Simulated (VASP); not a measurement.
# Al3GaN4 (P-4) in VASP: notebook, part 2 of 2

VASP 6.6.1. The steps go on from the part before.

## 3. Single point, PBEsol (atoms displaced along a vibrational mode)

The input, INCAR:

```
SYSTEM = Al3GaN4
  PREC = Accurate
  ENCUT = 520
  EDIFF = 1E-7
  ISMEAR = 0
  SIGMA = 0.05
  LREAL = .FALSE.
  LASPH = .TRUE.
  NELM = 80
  ALGO = Normal
  ISIF = 2
  LWAVE = .FALSE.
  LCHARG = .TRUE.
  GGA = PS
  LELF = .TRUE.
  LVHAR = .TRUE.
  NBANDS = 31
```

The input, KPOINTS:

```
regular mesh
0
G
  6 6 6
  0 0 0
```

The input, POSCAR:

```
Al3GaN4
1.0
    4.4069948456      0.0000000000      0.0000000000
    0.0000000000      4.4069948456      0.0000000000
    0.0000000000      0.0000000000      4.4069948456
Al Ga N
3 1 4
Direct
    0.5340367995      0.5000000000      0.0000000000
    0.4659632005      0.0000000000      0.5000000000
    0.0000000000      0.5000000000      0.5000000000
    0.0000000000      0.0000000000      0.0000000000
    0.7447077177      0.7563906879      0.2669752525
    0.7447077177      0.2436093121      0.7330247475
    0.2552922823      0.7330247475      0.7563906879
    0.2552922823      0.2669752525      0.2436093121
```

Potentials or basis: VASP PAW PBE potentials, release 64 (Al, Ga_d, N).

Started as:

```bash
cat potpaw_PBE.64/Al/POTCAR potpaw_PBE.64/Ga_d/POTCAR potpaw_PBE.64/N/POTCAR > POTCAR
mpirun -np 1 vasp_std > vasp.out
```

OUTCAR:

```text
SYSTEM = Al3GaN4
   PREC = Accurate
   ENCUT = 520
   EDIFF = 1E-7
   ISMEAR = 0
   LREAL = .FALSE.
   LASPH = .TRUE.
   NELM = 80
   ISIF = 2
   GGA = PS

 ion  position               nearest neighbor table
   1  0.534  0.500  0.000-   5 1.88   6 1.88   7 1.93   8 1.93   3 3.01   4 3.01   3 3.01   4 3.01
                             2 3.13   2 3.13   2 3.13   2 3.13   3 3.22   3 3.22
   2  0.466  0.000  0.500-   7 1.88   8 1.88   5 1.93   6 1.93   3 3.01   4 3.01   4 3.01   3 3.01
                             1 3.13   1 3.13   1 3.13   1 3.13   3 3.22   3 3.22
   3  0.000  0.500  0.500-   5 1.90   6 1.90   7 1.90   8 1.90   1 3.01   2 3.01   1 3.01   2 3.01
                             4 3.12   4 3.12   4 3.12   4 3.12   1 3.22   1 3.22   2 3.22   2 3.22
   4  0.000  0.000  0.000-   5 1.95   6 1.95   7 1.95   8 1.95   1 3.01   2 3.01   2 3.01   1 3.01
                             3 3.12   3 3.12   3 3.12   3 3.12
   5  0.745  0.756  0.267-   1 1.88   3 1.90   2 1.93   4 1.95
   6  0.745  0.244  0.733-   1 1.88   3 1.90   2 1.93   4 1.95
   7  0.255  0.733  0.756-   2 1.88   3 1.90   1 1.93   4 1.95
   8  0.255  0.267  0.244-   2 1.88   3 1.90   1 1.93   4 1.95

  LATTYP: Found a simple cubic cell.
 ALAT       =     4.4069948456

  Lattice vectors:

 A1 = (   4.4069948456,   0.0000000000,   0.0000000000)
 A2 = (   0.0000000000,   4.4069948456,   0.0000000000)
 A3 = (   0.0000000000,   0.0000000000,   4.4069948456)

Analysis of symmetry for initial positions (statically):
=====================================================================
 Subroutine PRICEL returns:
 Original cell was already a primitive cell.

 Routine SETGRP: Setting up the symmetry group for a
 simple cubic supercell.

 Subroutine GETGRP returns: Found  4 space group operations
 (whereof  4 operations were pure point group operations)
 out of a pool of 48 trial point group operations.

The static configuration has the point symmetry S_4 .

Analysis of symmetry for dynamics (positions and initial velocities):
=====================================================================
 Subroutine PRICEL returns:
 Original cell was already a primitive cell.

 Routine SETGRP: Setting up the symmetry group for a
 simple cubic supercell.

 Subroutine GETGRP returns: Found  4 space group operations
 (whereof  4 operations were pure point group operations)
 out of a pool of 48 trial point group operations.

The dynamic configuration has the point symmetry S_4 .

 Subroutine INISYM returns: Found  4 space group operations
 (whereof  4 operations are pure point group operations),
 and found     1 'primitive' translations

----------------------------------------------------------------------------------------

                                     Primitive cell

  volume of cell :      85.5909

  direct lattice vectors                    reciprocal lattice vectors
     4.406994846  0.000000000  0.000000000     0.226911997  0.000000000  0.000000000
     0.000000000  4.406994846  0.000000000     0.000000000  0.226911997  0.000000000
     0.000000000  0.000000000  4.406994846     0.000000000  0.000000000  0.226911997

  length of vectors
     4.406994846  4.406994846  4.406994846     0.226911997  0.226911997  0.226911997

  position of ions in fractional coordinates (direct lattice)
     0.534036800  0.500000000  0.000000000
     0.465963200  0.000000000  0.500000000
     0.000000000  0.500000000  0.500000000
     0.000000000  0.000000000  0.000000000
     0.744707718  0.756390688  0.266975253
[... 47 lines left out ...]
  0.000000  0.333333  0.000000      4.000000
  0.500000  0.000000  0.000000      1.000000
[... 16 lines left out ...]
  0.000000  0.500000  0.500000      1.000000
  0.166667  0.166667  0.166667      8.000000
 [... further k-points ...]
   k-points           NKPTS =     44   k-points in BZ     NKDIM =     44   number of bands    NBANDS=     31
   number of dos      NEDOS =    301   number of ions     NIONS =      8
   total plane-waves  NPLWV =  46656
   dimension x,y,z NGX =    36 NGY =   36 NGZ =   36
   dimension x,y,z NGXF=    72 NGYF=   72 NGZF=   72
   ions per type =               3   1   4
   NGX,Y,Z   is equivalent  to a cutoff of  13.58, 13.58, 13.58 a.u.
   NGXF,Y,Z  is equivalent  to a cutoff of  27.16, 27.16, 27.16 a.u.
 SYSTEM =  Al3GaN4
   PREC   = accura    normal or accurate (medium, high low for compatibility)
   ISTART =      0    job   : 0-new  1-cont  2-samecut
   ICHARG =      2    charge: 1-file 2-atom 10-const
   ISPIN  =      1    spin polarized calculation?
   LNONCOLLINEAR =      F non collinear calculations
   LSORBIT =      F    spin-orbit coupling
   LASPH  =      T    aspherical Exc in radial PAW
   ENCUT  =  520.0 eV  38.22 Ry    6.18 a.u.   8.19  8.19  8.19*2*pi/ulx,y,z
   NELM   =     80;   NELMIN=  2; NELMDL= -5     # of ELM steps
   EDIFF  = 0.1E-06   stopping-criterion for ELM
   LREAL  =      F    real-space projection
   EDIFFG = 0.1E-05   stopping-criterion for IOM
   NSW    =      0    number of steps for IOM
   IBRION =     -1    ionic relax: 0-MD 1-quasi-New 2-CG
   NFREE  =      0    steps in history (QN), initial steepest desc. (CG)
   ISIF   =      2    stress and relaxation
   ISYM   =      2    0-nonsym 1-usesym 2-fastsym
   POTIM  = 0.5000    time-step for ionic-motion
   TEBEG  =    0.0;   TEEND  =   0.0 temperature during run
   PSTRESS=    0.0 pullay stress
   NELECT =      42.0000    total number of electrons
   NUPDOWN=      -1.0000    fix difference up-down
   EMIN   =  10.00;   EMAX   =-10.00  energy-range for DOS
   EFERMI =   0.00;   METHOD = LEGACY
   ISMEAR =     0;   SIGMA  =   0.05  broadening in eV -4-tet -1-fermi 0-gaus
   EFERMI_NEDOS =   21; number of points for ismear=-14 and -15
   IALGO  =     38    algorithm
   IMIX   =      4    mixing-type and parameters
     AMIX     =   0.40;   BMIX     =  1.00
     AMIX_MAG =   1.60;   BMIX_MAG =  1.00
  volume/ion in A,a.u.               =      10.70        72.20
  Fermi-wavevector in a.u.,A,eV,Ry     =   1.291265  2.440137 22.685883  1.667365
  Thomas-Fermi vector in A             =   2.423046
   LORBIT       =      0    0 simple, 1 ext, 2 COOP (PROOUT), +10 PAW based schemes
   GGA     = PS    functional components
   LHFCALC =     F    Hartree Fock is set to
   AEXX    =    0.0000 exact exchange contribution
   IVDW    =     0    specifies the selected vdW correction
   LEPSILON=     F    determine dielectric tensor
   LRPA    =     F    only Hartree local field effects (RPA)
 non-spin polarized calculation
 Gauss-broadening in eV      SIGMA  =   0.05
  energy-cutoff  :      520.00
  volume of cell :       85.59
 maximum number of plane-waves:      2325
 NGX is ok and might be reduce to    36
   NGX = 17   NGY = 17   NGZ = 17

 number of electron      41.9999987 magnetization

 Free energy of the ion-electron system (eV)
  ---------------------------------------------------
  ext. energy  EPLUGINS =         0.00000000
  ---------------------------------------------------
  free energy    TOTEN  =       -59.65308137 eV

  energy without entropy =      -59.65308137  energy(sigma->0) =      -59.65308137

 E-fermi :   5.8982     XC(G=0): -11.3357

 val. band max:        5.6543935622   @ k =   0.0000   0.1667   0.1667
 cond. band min:       8.8598247215   @ k =   0.0000   0.0000   0.0000
 fundamental gap:      3.2054311593
 Fermi energy:         5.8981893062

 k-point     1 :       0.0000    0.0000    0.0000
  band No.  band energies     occupation
      1      -9.5279      2.00000
      2      -7.7791      2.00000
      3      -7.7746      2.00000
      4      -7.7746      2.00000
      5      -7.0011      2.00000
      6      -6.9989      2.00000
[... 805 lines left out ...]
     30      17.5568      0.00000
     31      17.6613      0.00000

 [... further k-points ...]
[... 5 lines left out ...]
  --------------------------------------------------------------------------------------
  -------------------------------------------------------------------------------------
  Total       -0.5782003      0.0254541      0.0254541      0.0000000      0.0000006      0.0000000
  in kB      -10.8233401      0.4764755      0.4764755      0.0000000      0.0000109      0.0000000
  external PRESSURE =      -3.2901297 kB  Pullay stress =       0.0000000 kB

 VOLUME and BASIS-vectors are now :
 -----------------------------------------------------------------------------
  energy-cutoff  :      520.00
  volume of cell :       85.59
      direct lattice vectors                 reciprocal lattice vectors
     4.406994846  0.000000000  0.000000000     0.226911997  0.000000000  0.000000000
     0.000000000  4.406994846  0.000000000     0.000000000  0.226911997  0.000000000
     0.000000000  0.000000000  4.406994846     0.000000000  0.000000000  0.226911997

 POSITION                                       TOTAL-FORCE (eV/Angst)
 -----------------------------------------------------------------------------------
      2.35350      2.20350      0.00000        -1.575582      0.000000     -0.000000
      2.05350      0.00000      2.20350         1.575582      0.000000     -0.000000
      0.00000      2.20350      2.20350         0.000000      0.000000      0.000000
      0.00000      0.00000      0.00000         0.000000      0.000000      0.000000
      3.28192      3.33341      1.17656         0.000729     -0.297849     -0.286336
      3.28192      1.07358      3.23044         0.000729      0.297849      0.286336
      1.12507      3.23044      3.33341        -0.000729      0.286336     -0.297849
      1.12507      1.17656      1.07358        -0.000729     -0.286336      0.297849
 -----------------------------------------------------------------------------------
    total drift:                                0.000000      0.000000      0.000000

  FREE ENERGIE OF THE ION-ELECTRON SYSTEM (eV)
  ---------------------------------------------------
  free  energy   TOTEN  =       -59.6530813692 eV

  energy  without entropy=      -59.6530813692  energy(sigma->0) =      -59.65308137
```

It took 3.9 min on 1 thread of Intel Xeon 8259CL, shared host; peak memory 0.27 GiB.

Results:

```
Free energy            : -59.6531 eV
Pressure               : -0.3 GPa
Largest force          : 1.576 eV/Å
Band gap on the k mesh : 3.21 eV
```

Forces in eV/Å, atoms in the order of the input:
```
Al  -1.576  0.000  0.000
Al   1.576  0.000  0.000
Al   0.000  0.000  0.000
Ga   0.000  0.000  0.000
N    0.001 -0.298 -0.286
N    0.001  0.298  0.286
N   -0.001  0.286 -0.298
N   -0.001 -0.286  0.298
```

Levels at points of the mesh, in eV from the valence-band top:
```
           k point  band 18  band 19  band 20  band 21  band 22  band 23  band 24  band 25
(0.00, 0.00, 0.00)    -1.96    -0.01     0.00     0.00     3.21     3.25     3.25     3.31
(0.50, 0.00, 0.00)    -1.20    -1.20    -0.96    -0.96     5.39     5.49     5.98     5.98
(0.00, 0.50, 0.00)    -1.21    -1.21    -0.94    -0.94     5.40     5.46     5.94     5.94
(0.50, 0.50, 0.00)    -0.83    -0.58    -0.53    -0.50     7.16     7.28     7.36     7.53
(0.00, 0.50, 0.50)    -0.81    -0.55    -0.55    -0.52     6.96     6.96     7.20     7.62
(0.50, 0.50, 0.50)    -0.58    -0.40    -0.40    -0.36     5.42     6.65     6.65     6.88
```

Caveat: the cell differs from its parent crystal (atoms displaced along a vibrational mode); the PAW data sets were made with another functional, which shifts forces and pressure a little.

## 4. Single point, PBEsol (atoms displaced along a vibrational mode)

The input, INCAR:

```
PREC = Accurate
ENCUT = 520
EDIFF = 1E-7
ISMEAR = 0
SIGMA = 0.05
LREAL = F
LASPH = T
NELM = 60
ALGO = Normal
ISIF = 2
LWAVE = F
LCHARG = T
GGA = PS
LELF = T
LVHAR = T
NBANDS = 31
```

The input, KPOINTS:

```
Automatic mesh
0
Gamma
  6 6 6
```

The input, POSCAR:

```
Al3GaN4
1.0
    4.4069948456      0.0000000000      0.0000000000
    0.0000000000      4.4069948456      0.0000000000
    0.0000000000      0.0000000000      4.4069948456
Al Ga N
3 1 4
Direct
    0.5397095994      0.5000000000      0.0000000000
    0.4602904006      0.0000000000      0.5000000000
    0.0000000000      0.5000000000      0.5000000000
    0.0000000000      0.0000000000      0.0000000000
    0.7447077177      0.7583378496      0.2689224142
    0.7447077177      0.2416621504      0.7310775858
    0.2552922823      0.7310775858      0.7583378496
    0.2552922823      0.2689224142      0.2416621504
```

Started as:

```bash
cat potpaw_PBE.64/Al/POTCAR potpaw_PBE.64/Ga_d/POTCAR potpaw_PBE.64/N/POTCAR > POTCAR
mpirun -np 1 vasp_std > vasp.out
```

It took 4 min on 1 thread of Intel Xeon 8259CL, shared host; peak memory 0.27 GiB.

It converged, with:

- Free energy: -59.5462 eV
- Pressure: -0.4 GPa
- Largest force: 1.826 eV/Å
- Band gap on the k mesh: 3.17 eV (least direct gap 3.17 eV)

Forces on the atoms (eV/Å):
```
Al  -1.826  0.000  0.000
Al   1.826  0.000  0.000
Al   0.000  0.000  0.000
Ga   0.000  0.000  0.000
N    0.000 -0.353 -0.334
N    0.000  0.353  0.334
N    0.000  0.334 -0.353
N    0.000 -0.334  0.353
```

Stress tensor (GPa, compression positive):
```
-1.45  0.00  0.00
 0.00  0.08  0.00
 0.00  0.00  0.08
```

Levels at points of the mesh, in eV from the valence-band top:
```csv
k point,band 17,band 18,band 19,band 20,band 21,band 22,band 23,band 24,band 25,band 26
"(0.00, 0.00, 0.00)",-1.96,-1.96,-0.01,-0.01,-0.01,3.17,3.23,3.23,3.27,6.86
"(0.50, 0.00, 0.00)",-2.69,-1.20,-1.20,-0.96,-0.96,5.34,5.45,5.95,5.95,8.37
"(0.00, 0.50, 0.00)",-2.68,-1.21,-1.21,-0.94,-0.93,5.36,5.42,5.90,5.90,8.35
"(0.50, 0.50, 0.00)",-2.52,-0.83,-0.59,-0.53,-0.50,7.11,7.22,7.32,7.46,7.88
"(0.00, 0.50, 0.50)",-2.57,-0.80,-0.56,-0.56,-0.51,6.82,6.82,7.17,7.58,7.82
"(0.50, 0.50, 0.50)",-0.60,-0.57,-0.40,-0.40,-0.35,5.40,6.56,6.56,6.87,9.09
```

Caveat: the cell differs from its parent crystal (atoms displaced along a vibrational mode); the PAW data sets were made with another functional, which shifts forces and pressure a little. A k mesh can miss the band edges.

## 5. Single point, PBEsol (atoms displaced along a vibrational mode)

The input, INCAR:

```
ALGO = Normal
EDIFF = 1E-6
ENCUT = 520
GGA = PS
ISIF = 2
ISMEAR = 0
LASPH = True
LCHARG = False
LREAL = False
LWAVE = False
NBANDS = 31
NELM = 80
PREC = Accurate
SIGMA = 0.05
```

The input, KPOINTS:

```
k-points
0
Gamma
  6 6 6
```

The input, POSCAR:

```
Al3GaN4
1.0
    4.4069948456      0.0000000000      0.0000000000
    0.0000000000      4.4069948456      0.0000000000
    0.0000000000      0.0000000000      4.4069948456
Al Ga N
3 1 4
Direct
    0.5283639996      0.5000000000      0.0000000000
    0.4716360004      0.0000000000      0.5000000000
    0.0000000000      0.5000000000      0.5000000000
    0.0000000000      0.0000000000      0.0000000000
    0.7447077177      0.7544435262      0.2650280908
    0.7447077177      0.2455564738      0.7349719092
    0.2552922823      0.7349719092      0.7544435262
    0.2552922823      0.2650280908      0.2455564738
```

Started as:

```bash
cat potpaw_PBE.64/Al/POTCAR potpaw_PBE.64/Ga_d/POTCAR potpaw_PBE.64/N/POTCAR > POTCAR
mpirun -np 1 vasp_std > vasp.out
```

It took 3.3 min on 1 thread of Intel Xeon 8259CL, shared host; peak memory 0.26 GiB.

The run converged. Its results:

| Quantity | Value |
| --- | --- |
| Free energy | -59.7438 eV |
| Pressure | -0.3 GPa |
| Largest force | 1.321 eV/Å |
| Band gap on the k mesh | 3.24 eV |

Forces on the atoms (eV/Å):
```
Al  -1.321  0.000  0.000
Al   1.321  0.000  0.000
Al   0.000  0.000  0.000
Ga   0.000  0.000  0.000
N    0.002 -0.244 -0.239
N    0.002  0.244  0.239
N   -0.002  0.239 -0.244
N   -0.002 -0.239  0.244
```

Stress tensor (GPa, compression positive):
```
-0.78  0.00  0.00
 0.00  0.00  0.00
 0.00  0.00  0.00
```

Levels at points of the mesh, in eV from the valence-band top:
```
           k point  band 19  band 20  band 21  band 22  band 23  band 24
(0.00, 0.00, 0.00)    -0.01     0.00     0.00     3.24     3.27     3.27
(0.50, 0.00, 0.00)    -1.21    -0.95    -0.95     5.43     5.52     6.00
(0.00, 0.50, 0.00)    -1.21    -0.94    -0.94     5.44     5.50     5.97
(0.50, 0.50, 0.00)    -0.57    -0.53    -0.51     7.20     7.34     7.40
(0.00, 0.50, 0.50)    -0.55    -0.55    -0.53     7.09     7.09     7.23
(0.50, 0.50, 0.50)    -0.39    -0.39    -0.37     5.43     6.73     6.73
```

Caveat: the cell differs from its parent crystal (atoms displaced along a vibrational mode); the PAW data sets were made with another functional, which shifts forces and pressure a little. A k mesh can miss the band edges.

## 6. Summary

| cell | gap on the mesh (eV) | pressure (GPa) | largest force (eV/Å) |
| --- | --- | --- | --- |
| as given, atomic positions A | 3.12 | -0.6 | 2.07 |
| as given, atomic positions B | 3.21 | -0.3 | 1.58 |
| as given, atomic positions C | 3.17 | -0.4 | 1.83 |
| as given, atomic positions D | 3.24 | -0.3 | 1.32 |

Alike in all rows: task single point; level PBEsol; potentials or basis VASP PAW PBE potentials, release 64 (Al, Ga_d, N); no spin polarisation; k mesh 6 × 6 × 6; cutoff (eV) 520; smearing gaussian 0.05 eV.

Caveats: the PAW data sets were made with another functional, which shifts forces and pressure a little.

Total energies depend on the potentials used, so only differences within one code and one set of settings carry meaning.
